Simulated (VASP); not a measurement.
Set up this calculation in VASP 6.6.1, as the native input.

```
Task                   : single point
Functional             : PBEsol
Potentials or basis    : VASP PAW PBE potentials, release 64 (W_sv, C_h)
Cutoff                 : 1300 eV
k mesh                 : 6 × 6 × 6
Occupations            : gaussian, width 0.15 eV
Spin                   : no spin polarisation
Dipole correction      : no
Further INCAR settings : ALGO = Normal; EDIFF = 1e-06; NBANDS = 16
```

The structure of WC lies in POSCAR:

```
WC
1.0
    2.9005014360      0.0000000000      0.0000000000
   -1.4502507180      2.5119079273      0.0000000000
    0.0000000000      0.0000000000      2.8290000000
W C
1 1
Direct
   -0.0865212091     -0.0633379210     -0.0795334040
    0.6666666667      0.3333333333      0.5000000000
```

This cell differs from its parent crystal: atom 1 (W) moved by (-0.225, -0.225) A along [1 1 0] and z.

The input as run:

INCAR

```
PREC = Accurate
ENCUT = 1300
EDIFF = 1E-6
ISMEAR = 0
SIGMA = 0.15
LREAL = F
LASPH = T
NELM = 120
ALGO = Normal
ISIF = 2
LWAVE = F
LCHARG = F
GGA = PS
NBANDS = 16
GGA_COMPAT = F
```

KPOINTS

```
Automatic mesh
0
Gamma
  6 6 6
```

Potentials or basis: VASP PAW PBE potentials, release 64 (W_sv, C_h).

The run is started by

```sh
$ cat potpaw_PBE.64/W_sv/POTCAR potpaw_PBE.64/C_h/POTCAR > POTCAR
$ mpirun -np 1 vasp_std > vasp.out
```

Results of the run:

- Pressure: 19.7 GPa
- Largest force: 5.277 eV/Å
- Band gap on the k mesh: zero (bands 9 and 10 overlap by 1.04 eV)

Caveat: the k points lie up to 0.42 Å⁻¹ apart, too coarse for converged energies and pressures of a metal; the cell differs from its parent crystal (atom 1 (W) moved by (-0.225, -0.225) A along [1 1 0] and z); the PAW data sets were made with another functional, which shifts forces and pressure a little; spin-orbit coupling is left out, which moves the levels of the heavy elements.

Wall time 36 s on 1 thread of Intel(R) Xeon(R) 6975P-C (Granite Rapids), on a shared host, peak memory 0.32 GiB.
